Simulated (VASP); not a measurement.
# W in VASP: single point with PBE+D3(BJ)

Aim: the single point of W with PBE+D3(BJ).

All numbers are computed with VASP 6.6.1; they aren't measurements. Logs are shortened: lines on timing, memory, paths and dates and some standing lists are left out, and cuts for length are marked.

### Step 1. The cell of the first run

The cell holds a slab with vacuum, 8 atoms: a = 5.472 Å, b = 2.736 Å, c = 23.702 Å, α = 90.00°, β = 90.00°, γ = 109.47°.

### Step 2. Single point, PBE+D3(BJ)

File INCAR:

```
SYSTEM = W
  PREC = Accurate
  ENCUT = 400
  EDIFF = 1E-6
  ISMEAR = 0
  SIGMA = 0.1
  LREAL = .False.
  LASPH = .True.
  NELM = 120
  ALGO = Normal
  ISIF = 2
  LWAVE = .False.
  LCHARG = .False.
  LDIPOL = .True.
  IDIPOL = 3
  DIPOL = 0.5 0.5 0.500
  GGA = PE
  IVDW = 12
  NBANDS = 66
  GGA_COMPAT = .False.
  NELMDL = -8
```

File KPOINTS:

```
Automatic mesh
0
Gamma
  6 11 1
  0 0 0
```

File POSCAR:

```
W
1.0
    5.4723966486      0.0000000000      0.0000000000
   -0.9120661081      2.5797125197      0.0000000000
    0.0000000000      0.0000000000     23.7022897296
W
8
Direct
    0.2500000000      0.5000000000      0.3586151421
    0.7500000000      0.5000000000      0.3586151421
    0.5000000000      0.0000000000      0.4528717140
    0.0000000000      0.0000000000      0.4528717140
    0.7500000000      0.5000000000      0.5476458835
    0.2500000000      0.5000000000      0.5476458835
    0.0000000000      0.0000000000      0.6393680500
    0.5000000000      0.0000000000      0.6393680500
```

Potentials or basis: VASP PAW PBE potentials, release 64 (W_sv).

On the command line:

```sh
$ cat potpaw_PBE.64/W_sv/POTCAR > POTCAR
$ mpirun -np 1 vasp_std > vasp.out
```

OUTCAR:

```text
SYSTEM = W
   PREC = Accurate
   ENCUT = 400
   EDIFF = 1E-6
   ISMEAR = 0
   LREAL = .False.
   LASPH = .True.
   NELM = 120
   ISIF = 2
   GGA = PE
   IVDW = 12
   NELMDL = -8
 IVDW          = 12

 ion  position               nearest neighbor table
   1  0.250  0.500  0.359-   3 2.74   4 2.74   2 2.74   2 2.74   4 3.16   3 3.16   2 3.16   2 3.16

   2  0.750  0.500  0.359-   4 2.74   3 2.74   1 2.74   1 2.74   4 3.16   3 3.16   1 3.16   1 3.16

   3  0.500  0.000  0.453-   2 2.74   1 2.74   4 2.74   4 2.74   6 2.75   5 2.75   1 3.16   2 3.16
                             4 3.16   4 3.16   5 3.17   6 3.17
   4  0.000  0.000  0.453-   1 2.74   2 2.74   3 2.74   3 2.74   5 2.75   6 2.75   1 3.16   2 3.16
                             3 3.16   3 3.16   5 3.17   6 3.17
   5  0.750  0.500  0.548-   7 2.69   8 2.69   6 2.74   6 2.74   4 2.75   3 2.75   8 3.12   7 3.12
                             6 3.16   6 3.16   3 3.17   4 3.17
   6  0.250  0.500  0.548-   8 2.69   7 2.69   5 2.74   5 2.74   3 2.75   4 2.75   8 3.12   7 3.12
                             5 3.16   5 3.16   3 3.17   4 3.17
   7  0.000  0.000  0.639-   6 2.69   5 2.69   8 2.74   8 2.74   6 3.12   5 3.12   8 3.16   8 3.16

   8  0.500  0.000  0.639-   5 2.69   6 2.69   7 2.74   7 2.74   6 3.12   5 3.12   7 3.16   7 3.16

  Warning from LATTYP: Monoclinic adjustment (A1->A3, A2->A1, A3->A2)!
  Warning from LATTYP: Got some problem with cell dimensions!
  Tried to take original basis but could not verify dimensions!
  LATTYP: Found a simple monoclinic cell.
 ALAT       =     2.7361983243
 B/A-ratio  =     8.6624896738
 C/A-ratio  =     1.9148542155
 COS(beta)  =    -0.1740776560

  Lattice vectors:

 A1 = (  -0.9120661081,   2.5797125197,   0.0000000000)
 A2 = (   0.0000000000,   0.0000000000, -23.7022897296)
 A3 = (  -4.5603305405,  -2.5797125197,   0.0000000000)

Analysis of symmetry for initial positions (statically):
=====================================================================
 Subroutine PRICEL returns following result:

  LATTYP: Found a base centered orthorhombic cell.
 ALAT       =     3.1594896782
 B/A-ratio  =     1.4142135624
 C/A-ratio  =     7.5019361175

  Lattice vectors:

 A1 = (   2.7361983243,   0.0000000000,   0.0000000000)
 A2 = (  -0.9120661081,   2.5797125197,   0.0000000000)
 A3 = (   0.0000000000,   0.0000000000,  23.7022897296)

   2 primitive cells build up your supercell.

[... 147 lines left out ...]
   PSTRESS=    0.0 pullay stress
   NELECT =     112.0000    total number of electrons
   NUPDOWN=      -1.0000    fix difference up-down
   EMIN   =  10.00;   EMAX   =-10.00  energy-range for DOS
   EFERMI =   0.00;   METHOD = LEGACY
   ISMEAR =     0;   SIGMA  =   0.10  broadening in eV -4-tet -1-fermi 0-gaus
   EFERMI_NEDOS =   21; number of points for ismear=-14 and -15
   IALGO  =     38    algorithm
   IMIX   =      4    mixing-type and parameters
     AMIX     =   0.40;   BMIX     =  1.00
     AMIX_MAG =   1.60;   BMIX_MAG =  1.00
  volume/ion in A,a.u.               =      41.83       282.26
  Fermi-wavevector in a.u.,A,eV,Ry     =   1.136670  2.147995 17.578985  1.292019
  Thomas-Fermi vector in A             =   2.273375
   LORBIT       =      0    0 simple, 1 ext, 2 COOP (PROOUT), +10 PAW based schemes
   GGA     = PE    functional components
   LHFCALC =     F    Hartree Fock is set to
   AEXX    =    0.0000 exact exchange contribution
   IVDW    =    12    specifies the selected vdW correction
   LEPSILON=     F    determine dielectric tensor
   LRPA    =     F    only Hartree local field effects (RPA)
 non-spin polarized calculation
 Gauss-broadening in eV      SIGMA  =   0.10
  energy-cutoff  :      400.00
  volume of cell :      334.61
 maximum number of plane-waves:      6135
   NGX = 17   NGY =  9   NGZ = 77

 dipolmoment           0.000000      0.000000      0.000540 electrons x Angstroem

 number of electron     112.0000004 magnetization

 dipolmoment           0.000000      0.000000     -0.006710 electrons x Angstroem

 Free energy of the ion-electron system (eV)
  ---------------------------------------------------
  ext. energy  EPLUGINS =         0.00000000
  ---------------------------------------------------
  free energy    TOTEN  =       -97.86704072 eV

  energy without entropy =      -97.84106526  energy(sigma->0) =      -97.85405299

 E-fermi :   1.3909     XC(G=0):  -6.0675

 val. band max:        1.3855894542   @ k =  -0.3333   0.3636   0.0000
 cond. band min:       1.3946214851   @ k =   0.3333   0.2727   0.0000
 fundamental gap:      0.0090320309
 Fermi energy:         1.3908736584

 k-point     1 :       0.0000    0.0000    0.0000
  band No.  band energies     occupation
      1     -72.8011      2.00000
      2     -72.7367      2.00000
      3     -72.7009      2.00000
      4     -72.6771      2.00000
      5     -72.6316      2.00000
      6     -72.5957      2.00000
[... 1645 lines left out ...]
     65       3.9712      0.00000
     66       4.1875      0.00000

 [... further k-points ...]

------------------------ aborting loop because EDIFF is reached ----------------------------------------

 vacuum level on the upper side and lower side of the slab       (xc-potential included)        -0.161        -0.073

 Edisp (eV)   -3.99251

 E8    (eV) :    -2.1193

  FORCE on cell =-STRESS in cart. coord.  units (eV):
  Direction    XX          YY          ZZ          XY          YZ          ZX
  --------------------------------------------------------------------------------------
  -------------------------------------------------------------------------------------
  Total      -7.91598    -8.77043    -1.97001    -1.33614     0.00000     0.00000
  in kB     -37.90320   -41.99451    -9.43279    -6.39768     0.00000     0.00000
  external pressure =      -29.78 kB  Pullay stress =        0.00 kB

 VOLUME and BASIS-vectors are now :
 -----------------------------------------------------------------------------
  energy-cutoff  :      400.00
  volume of cell :      334.61
      direct lattice vectors                 reciprocal lattice vectors
     5.472396649  0.000000000  0.000000000     0.182735292  0.064606682  0.000000000
    -0.912066108  2.579712520  0.000000000     0.000000000  0.387640093  0.000000000
     0.000000000  0.000000000 23.702289730     0.000000000  0.000000000  0.042190017

 POSITION                                       TOTAL-FORCE (eV/Angst)
 -----------------------------------------------------------------------------------
      0.91207      1.28986      8.50000         0.000000     -0.000000      0.480517
      3.64826      1.28986      8.50000         0.000000     -0.000000      0.480517
      2.73620      0.00000     10.73410        -0.000000      0.000000     -0.513020
      0.00000      0.00000     10.73410         0.000000      0.000000     -0.513020
      3.64826      1.28986     12.98046        -0.000000      0.000000     -0.008200
      0.91207      1.28986     12.98046         0.000000      0.000000     -0.008200
      0.00000      0.00000     15.15449        -0.000000     -0.000000      0.040703
      2.73620      0.00000     15.15449        -0.000000     -0.000000      0.040703
 -----------------------------------------------------------------------------------
    total drift:                                0.000000      0.000000     -0.000539

  FREE ENERGIE OF THE ION-ELECTRON SYSTEM (eV)
  ---------------------------------------------------
  free  energy   TOTEN  =      -101.8595555628 eV

  energy  without entropy=     -101.8335801050  energy(sigma->0) =     -101.84656783

 vacuum level on the upper side and lower side of the slab         6.122         6.213
```

OSZICAR:

```text
N       E                     dE             d eps       ncg     rms          rms(c)
DAV:   1     0.130630712477E+04    0.13063E+04   -0.64138E+04  5624   0.139E+03
DAV:   2    -0.434154141040E+02   -0.13497E+04   -0.13231E+04  5068   0.485E+02
DAV:   3    -0.101133898657E+03   -0.57718E+02   -0.55397E+02  5494   0.102E+02
[... 25 lines left out ...]
DAV:  29    -0.978670325595E+02   -0.55974E-05   -0.23145E-07  2770   0.290E-03    0.709E-04
DAV:  30    -0.978670366879E+02   -0.41284E-05   -0.20862E-07  2818   0.145E-03    0.123E-03
DAV:  31    -0.978670392265E+02   -0.25386E-05   -0.75700E-08  2666   0.116E-03    0.722E-04
DAV:  32    -0.978670405508E+02   -0.13242E-05   -0.59151E-08  2706   0.883E-04    0.243E-04
DAV:  33    -0.978670407218E+02   -0.17102E-06   -0.12293E-08  2584   0.468E-04
   1 F= -.10185956E+03 E0= -.10184657E+03  d E =-.259755E-01
```

Wall time 12 min (1 thread of Intel Xeon Platinum 8488C (Sapphire Rapids), shared host); peak memory 0.52 GiB.

What came out:

- Free energy: -101.8596 eV
- Largest force: 0.513 eV/Å
- Band gap on the k mesh: zero (band 56 reaches 2.58 eV, above the bottom of band 57 at 0.93 eV)
- Dispersion energy per atom: -0.499 eV

Forces in eV/Å, atoms in the order of the input:
```
W    0.000  0.000  0.481
W    0.000  0.000  0.481
W    0.000  0.000 -0.513
W    0.000  0.000 -0.513
W    0.000  0.000 -0.008
W    0.000  0.000 -0.008
W    0.000  0.000  0.041
W    0.000  0.000  0.041
```

Levels at points of the mesh, in eV from the Fermi level:
```
           k point  band 52  band 53  band 54  band 55  band 56  band 57  band 58  band 59  band 60  band 61
(0.00, 0.00, 0.00)    -1.35    -1.21    -0.75    -0.38     0.60     0.72     0.74     0.81     1.73     1.85
(0.50, 0.00, 0.00)    -1.85    -1.50    -1.50    -1.43    -1.43     0.67     0.67     0.81     0.81     1.53
```

Caveat: spin-orbit coupling is left out, which moves the levels of the heavy elements.
